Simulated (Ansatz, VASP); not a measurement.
BaMgPF in VASP and in Ansatz

```
CELL_PARAMETERS angstrom
4.33386 0.00000 0.00000
0.00000 4.33386 0.00000
0.00000 0.00000 9.57329
ATOMIC_POSITIONS crystal
Ba 0.50000 0.00000 0.16055
Ba 0.00000 0.50000 0.83945
P 0.50000 0.00000 0.65313
P 0.00000 0.50000 0.34687
Mg 0.50000 0.50000 0.50000
Mg 0.00000 0.00000 0.50000
F 0.50000 0.50000 0.00000
F 0.00000 0.00000 0.00000
```

Alike in both runs: task relaxation of cell and atoms; functional PBE; dispersion D3(BJ); k mesh 6 × 6 × 4; occupations gaussian, width 0.02 eV; no spin polarisation.

```csv
,VASP,Ansatz
version,VASP 6.6.1,Ansatz 0.2.0
potentials or method,"VASP PAW PBE potentials, release 64 (Ba_sv, P, Mg, F), cutoff 600 eV","scalar-relativistic, plane waves, PAW"
valence electrons in the cell,48,64
```

VASP gave:

```
gap on the k mesh at the Fermi level, each at its own relaxed structure (eV) : 1.78
relaxed volume (Å³/atom)                                                     : 21.87
relaxed cell length with the largest relative difference (Å)                 : 9.481
```

Q: Which values does Ansatz return?

A: gap on the k mesh at the Fermi level, each at its own relaxed structure (eV): 1.79; relaxed volume (Å³/atom): 21.66; relaxed cell length with the largest relative difference (Å): 9.430.

VASP's potentials hold 48 valence electrons a cell and Ansatz's 64, so a difference there can come from the potentials and not from the codes.

Spin-orbit coupling is off throughout.
